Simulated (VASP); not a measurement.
# Al (P6_3/mmc) in VASP: a series of runs

Runs on Al. Level: PBE+D3(BJ). Tasks: single point.

Program: VASP 6.6.1. These are calculated values, not measurements. Logs are shortened: lines on timing, memory, paths and dates and some standing lists are left out, and cuts for length are marked.

## (1) The cell of the first run

It takes space group P6_3/mmc (No. 194, hexagonal). The conventional cell has a = 2.812 Å, b = 2.812 Å, c = 4.867 Å, α = 90.00°, β = 90.00°, γ = 120.00°. Within 3.7 Å of Al (site symmetry -6m2) lie 12 Al at 2.81 to 2.93 Å.

## (2) Single point, PBE+D3(BJ)

Contents of INCAR:

```
ALGO = Normal ; EDIFF = 1E-7
ENCUT = 520 ; GGA = PE
ISIF = 2 ; ISMEAR = -1
IVDW = 12 ; LASPH = T
LCHARG = T ; LELF = T
LREAL = Auto ; LVHAR = T
LWAVE = F ; NBANDS = 42
NELM = 100 ; PREC = Accurate
SIGMA = 0.05
```

Contents of KPOINTS:

```
k-points
0
Gamma
  3 3 3
```

Contents of POSCAR:

```
Al
1.0
    4.2186830273      2.4356577814     -4.8668500000
   -0.0000000001     -4.8713155628     -4.8668500000
   -4.2186830272      2.4356577814     -4.8668500000
Al
18
Direct
    0.9722222222      0.3055555556      0.9722222222
    0.9722222222      0.9722222222      0.3055555556
    0.3055555556      0.3055555556      0.6388888889
    0.6388888889      0.3055555556      0.3055555556
    0.3055555556      0.9722222222      0.9722222222
    0.9722222222      0.6388888889      0.6388888889
    0.3055555556      0.6388888889      0.3055555556
    0.6388888889      0.9722222222      0.6388888889
    0.6388888889      0.6388888889      0.9722222222
    0.0277777778      0.3611111111      0.3611111111
    0.0277777778      0.0277777778      0.6944444444
    0.3611111111      0.3611111111      0.0277777778
    0.6944444444      0.3611111111      0.6944444444
    0.3611111111      0.0277777778      0.3611111111
    0.0277777778      0.6944444444      0.0277777778
    0.3611111111      0.6944444444      0.6944444444
    0.6944444444      0.0277777778      0.0277777778
    0.6944444444      0.6944444444      0.3611111111
```

Potentials or basis: VASP PAW PBE potentials, release 64 (Al).

Command:

```console
> cat potpaw_PBE.64/Al/POTCAR > POTCAR
> mpirun -np 1 vasp_std > vasp.out
```

OUTCAR:

```text
EDIFF = 1E-7
   ENCUT = 520
   GGA = PE
   ISIF = 2
   ISMEAR = -1
   IVDW = 12
   LASPH = T
   LREAL = Auto
   NELM = 100
   PREC = Accurate
 IVDW          = 12

 ion  position               nearest neighbor table
   1  0.972  0.306  0.972-   6 2.81   9 2.81   3 2.81   4 2.81   2 2.81   5 2.81  15 2.93  10 2.93
                            12 2.93  17 2.93  11 2.93  13 2.93
   2  0.972  0.972  0.306-   6 2.81   8 2.81   4 2.81   7 2.81   1 2.81   5 2.81  11 2.93  10 2.93
                            14 2.93  17 2.93  15 2.93  18 2.93
   3  0.306  0.306  0.639-   7 2.81   4 2.81   5 2.81   1 2.81   6 2.81   8 2.81  16 2.93  13 2.93
                            12 2.93  11 2.93  10 2.93  14 2.93
   4  0.639  0.306  0.306-   3 2.81   7 2.81   8 2.81   9 2.81   1 2.81   2 2.81  13 2.93  18 2.93
                            10 2.93  14 2.93  12 2.93  17 2.93
   5  0.306  0.972  0.972-   8 2.81   9 2.81   3 2.81   7 2.81   2 2.81   1 2.81  17 2.93  14 2.93
                            12 2.93  15 2.93  11 2.93  16 2.93
   6  0.972  0.639  0.639-   1 2.81   2 2.81   9 2.81   8 2.81   7 2.81   3 2.81  16 2.93  15 2.93
                            11 2.93  10 2.93  13 2.93  18 2.93
   7  0.306  0.639  0.306-   3 2.81   4 2.81   5 2.81   6 2.81   9 2.81   2 2.81  16 2.93  18 2.93
                            14 2.93  10 2.93  15 2.93  12 2.93
   8  0.639  0.972  0.639-   9 2.81   5 2.81   2 2.81   6 2.81   4 2.81   3 2.81  13 2.93  17 2.93
                            11 2.93  14 2.93  16 2.93  18 2.93
   9  0.639  0.639  0.972-   8 2.81   6 2.81   1 2.81   5 2.81   4 2.81   7 2.81  18 2.93  17 2.93
[... 5 lines left out ...]
  12  0.361  0.361  0.028-  14 2.81  10 2.81  15 2.81  17 2.81  16 2.81  13 2.81   3 2.93   5 2.93
                             1 2.93   9 2.93   4 2.93   7 2.93
  13  0.694  0.361  0.694-  18 2.81  16 2.81  17 2.81  12 2.81  10 2.81  11 2.81   4 2.93   3 2.93
                             8 2.93   6 2.93   1 2.93   9 2.93
  14  0.361  0.028  0.361-  12 2.81  11 2.81  17 2.81  10 2.81  16 2.81  18 2.81   7 2.93   5 2.93
                             2 2.93   8 2.93   4 2.93   3 2.93
  15  0.028  0.694  0.028-  10 2.81  12 2.81  16 2.81  18 2.81  11 2.81  17 2.81   1 2.93   6 2.93
                             9 2.93   5 2.93   2 2.93   7 2.93
  16  0.361  0.694  0.694-  18 2.81  13 2.81  14 2.81  12 2.81  15 2.81  11 2.81   7 2.93   3 2.93
                             6 2.93   8 2.93   9 2.93   5 2.93
  17  0.694  0.028  0.028-  14 2.81  12 2.81  18 2.81  13 2.81  11 2.81  15 2.81   5 2.93   8 2.93
                             9 2.93   1 2.93   2 2.93   4 2.93
  18  0.694  0.694  0.361-  13 2.81  16 2.81  17 2.81  15 2.81  14 2.81  10 2.81   4 2.93   7 2.93
                             9 2.93   2 2.93   6 2.93   8 2.93

  LATTYP: Found a trigonal (rhomboedric) cell.
 ALAT       =     6.8859236298
 COS(alpha) =     0.2493121556

  Lattice vectors:

 A1 = (   4.2186830273,   2.4356577814,  -4.8668500000)
 A2 = (  -0.0000000001,  -4.8713155628,  -4.8668500000)
 A3 = (  -4.2186830272,   2.4356577814,  -4.8668500000)

Analysis of symmetry for initial positions (statically):
=====================================================================
 Subroutine PRICEL returns following result:

  LATTYP: Found a hexagonal cell.
 ALAT       =     2.8124553521
 C/A-ratio  =     1.7304630263

  Lattice vectors:

 A1 = (  -2.8124553521,   0.0000000000,   0.0000000000)
 A2 = (   1.4062276761,   2.4356577819,   0.0000000000)
 A3 = (   0.0000000008,  -0.0000000005,  -4.8668500000)

   9 primitive cells build up your supercell.

 Routine SETGRP: Setting up the symmetry group for a
 trigonal (rhombohedral) supercell.

 Subroutine GETGRP returns: Found 12 space group operations
 (whereof 12 operations were pure point group operations)
 out of a pool of 12 trial point group operations.

The static configuration has the point symmetry D_3d.

Analysis of symmetry for dynamics (positions and initial velocities):
=====================================================================
 Subroutine PRICEL returns following result:

  LATTYP: Found a hexagonal cell.
 ALAT       =     2.8124553521
 C/A-ratio  =     1.7304630263

  Lattice vectors:

 A1 = (  -2.8124553521,   0.0000000000,   0.0000000000)
 A2 = (   1.4062276761,   2.4356577819,   0.0000000000)
 A3 = (   0.0000000008,  -0.0000000005,  -4.8668500000)

   9 primitive cells build up your supercell.

 Routine SETGRP: Setting up the symmetry group for a
[... 31 lines left out ...]
   primitive index   ion index
                 1           1
                 2          15

----------------------------------------------------------------------------------------

 KPOINTS: k-points

Automatic generation of k-mesh.
 Grid dimensions read from file:
 generate k-points for:    3    3    3

 Generating k-lattice:

  Cartesian coordinates                     Fractional coordinates (reciprocal lattice)
     0.039506800  0.022809262 -0.022830190     0.333333333  0.000000000  0.000000000
     0.000000000 -0.045618523 -0.022830190    -0.000000000  0.333333333 -0.000000000
    -0.039506800  0.022809262 -0.022830190     0.000000000 -0.000000000  0.333333333

  Length of vectors
     0.051012422  0.051012422  0.051012422

  Shift w.r.t. Gamma in fractional coordinates (k-lattice)
     0.000000000  0.000000000  0.000000000

 Subroutine IBZKPT returns following result:
 ===========================================

 Found      6 irreducible k-points:

 Following reciprocal coordinates:
            Coordinates               Weight
  0.000000  0.000000  0.000000      1.000000
  0.333333 -0.000000  0.000000      6.000000
  0.333333  0.333333 -0.000000      6.000000
 -0.333333  0.333333 -0.000000      6.000000
  0.333333  0.333333  0.333333      2.000000
 -0.333333  0.333333  0.333333      6.000000
   k-points           NKPTS =      6   k-points in BZ     NKDIM =      6   number of bands    NBANDS=     42
   number of dos      NEDOS =    301   number of ions     NIONS =     18
   total plane-waves  NPLWV = 157464
   dimension x,y,z NGX =    54 NGY =   54 NGZ =   54
   dimension x,y,z NGXF=   108 NGYF=  108 NGZF=  108
   ions per type =              18
   NGX,Y,Z   is equivalent  to a cutoff of  13.04, 13.04, 13.04 a.u.
   NGXF,Y,Z  is equivalent  to a cutoff of  26.07, 26.07, 26.07 a.u.
 SYSTEM =  unknown system
   PREC   = accura    normal or accurate (medium, high low for compatibility)
   ISTART =      0    job   : 0-new  1-cont  2-samecut
   ICHARG =      2    charge: 1-file 2-atom 10-const
   ISPIN  =      1    spin polarized calculation?
   LNONCOLLINEAR =      F non collinear calculations
   LSORBIT =      F    spin-orbit coupling
   LASPH  =      T    aspherical Exc in radial PAW
   ENCUT  =  520.0 eV  38.22 Ry    6.18 a.u.  12.80 12.80 12.80*2*pi/ulx,y,z
   NELM   =    100;   NELMIN=  2; NELMDL= -5     # of ELM steps
   EDIFF  = 0.1E-06   stopping-criterion for ELM
   LREAL  =      T    real-space projection
   EDIFFG = 0.1E-05   stopping-criterion for IOM
   NSW    =      0    number of steps for IOM
   IBRION =     -1    ionic relax: 0-MD 1-quasi-New 2-CG
   NFREE  =      0    steps in history (QN), initial steepest desc. (CG)
   ISIF   =      2    stress and relaxation
   ISYM   =      2    0-nonsym 1-usesym 2-fastsym
   POTIM  = 0.5000    time-step for ionic-motion
   TEBEG  =    0.0;   TEEND  =   0.0 temperature during run
   PSTRESS=    0.0 pullay stress
   NELECT =      54.0000    total number of electrons
   NUPDOWN=      -1.0000    fix difference up-down
   EMIN   =  10.00;   EMAX   =-10.00  energy-range for DOS
   EFERMI =   0.00;   METHOD = LEGACY
   ISMEAR =    -1;   SIGMA  =   0.05  broadening in eV -4-tet -1-fermi 0-gaus
   EFERMI_NEDOS =   21; number of points for ismear=-14 and -15
   IALGO  =     38    algorithm
   IMIX   =      4    mixing-type and parameters
     AMIX     =   0.40;   BMIX     =  1.00
     AMIX_MAG =   1.60;   BMIX_MAG =  1.00
  volume/ion in A,a.u.               =      16.67       112.49
  Fermi-wavevector in a.u.,A,eV,Ry     =   0.924291  1.746656 11.623640  0.854313
  Thomas-Fermi vector in A             =   2.050021
   LORBIT       =      0    0 simple, 1 ext, 2 COOP (PROOUT), +10 PAW based schemes
   GGA     = PE    functional components
   LHFCALC =     F    Hartree Fock is set to
   AEXX    =    0.0000 exact exchange contribution
   IVDW    =    12    specifies the selected vdW correction
   LEPSILON=     F    determine dielectric tensor
   LRPA    =     F    only Hartree local field effects (RPA)
 non-spin polarized calculation
  energy-cutoff  :      520.00
  volume of cell :      300.05
 maximum number of plane-waves:      8148
 NGX is ok and might be reduce to    54
   NGX = 25   NGY = 25   NGZ = 25

 number of electron      53.9999999 magnetization

 Free energy of the ion-electron system (eV)
  ---------------------------------------------------
  ext. energy  EPLUGINS =         0.00000000
  ---------------------------------------------------
  free energy    TOTEN  =       -66.76010476 eV

  energy without entropy =      -66.64148748  energy(sigma->0) =      -66.70079612

 E-fermi :   7.9532     XC(G=0): -10.1590

 val. band max:        7.9120432362   @ k =   0.3333   0.3333  -0.0000
 cond. band min:       8.0022228135   @ k =   0.3333  -0.0000   0.0000
 fundamental gap:      0.0901795774
 Fermi energy:         7.9531973448

 k-point     1 :       0.0000    0.0000    0.0000
  band No.  band energies     occupation
      1      -3.1751      2.00000
      2       0.2490      2.00000
      3       0.2490      2.00000
      4       0.2490      2.00000
      5       0.2490      2.00000
      6       0.2490      2.00000
[... 241 lines left out ...]
     38       9.9665      0.00000
     39      10.5546      0.00000
 [bands above 39 left out]

------------------------ aborting loop because EDIFF is reached ----------------------------------------

 Edisp (eV)   -5.99100

 E8    (eV) :    -2.6789

  FORCE on cell =-STRESS in cart. coord.  units (eV):
  Direction    XX          YY          ZZ          XY          YZ          ZX
  --------------------------------------------------------------------------------------
  -------------------------------------------------------------------------------------
  Total      -3.91351    -3.91351    -8.25531    -0.00000    -0.00000     0.00000
  in kB     -20.89704   -20.89704   -44.08103    -0.00000    -0.00000     0.00000
  external pressure =      -28.63 kB  Pullay stress =        0.00 kB

 VOLUME and BASIS-vectors are now :
 -----------------------------------------------------------------------------
  energy-cutoff  :      520.00
  volume of cell :      300.05
      direct lattice vectors                 reciprocal lattice vectors
     4.218683027  2.435657781 -4.866850000     0.118520400  0.068427785 -0.068490571
    -0.000000000 -4.871315563 -4.866850000     0.000000000 -0.136855570 -0.068490571
    -4.218683027  2.435657781 -4.866850000    -0.118520400  0.068427785 -0.068490571

 POSITION                                       TOTAL-FORCE (eV/Angst)
 -----------------------------------------------------------------------------------
      0.00000      3.24754    -10.95041        -0.000000      0.000000     -0.006924
      2.81246     -1.62377    -10.95041        -0.000000      0.000000     -0.006924
     -1.40623      0.81189     -6.08356        -0.000000      0.000000     -0.006924
      1.40623      0.81189     -6.08356        -0.000000      0.000000     -0.006924
     -2.81246     -1.62377    -10.95041        -0.000000      0.000000     -0.006924
      1.40623      0.81189    -10.95041        -0.000000      0.000000     -0.006924
[... 10 lines left out ...]
      2.81246      1.62377     -3.65014         0.000000      0.000000      0.006924
      1.40623     -0.81189     -8.51699         0.000000      0.000000      0.006924
 -----------------------------------------------------------------------------------
    total drift:                               -0.000000      0.000000     -0.000000

  FREE ENERGIE OF THE ION-ELECTRON SYSTEM (eV)
  ---------------------------------------------------
  free  energy   TOTEN  =       -72.7511093736 eV

  energy  without entropy=      -72.6324920977  energy(sigma->0) =      -72.69180074
```

Wall time 79 s (1 thread of Intel Xeon Platinum 8488C (Sapphire Rapids), shared host); peak memory 0.36 GiB.

What came out:

* Free energy: -72.7511 eV
* Pressure: -2.9 GPa
* Largest force: 0.007 eV/Å
* Band gap on the k mesh: zero (band 27 reaches 8.39 eV, above the bottom of band 28 at 7.74 eV)
* Dispersion energy per atom: -0.333 eV

Forces on the atoms (eV/Å):
```
Al   0.000  0.000 -0.007
Al   0.000  0.000 -0.007
Al   0.000  0.000 -0.007
Al   0.000  0.000 -0.007
Al   0.000  0.000 -0.007
Al   0.000  0.000 -0.007
Al   0.000  0.000 -0.007
Al   0.000  0.000 -0.007
Al   0.000  0.000 -0.007
Al   0.000  0.000  0.007
Al   0.000  0.000  0.007
Al   0.000  0.000  0.007
Al   0.000  0.000  0.007
Al   0.000  0.000  0.007
Al   0.000  0.000  0.007
Al   0.000  0.000  0.007
Al   0.000  0.000  0.007
Al   0.000  0.000  0.007
```

Caveat: pairwise dispersion overbinds metals, which lowers pressure and volume.

(Part 1 of 2 ends here.)
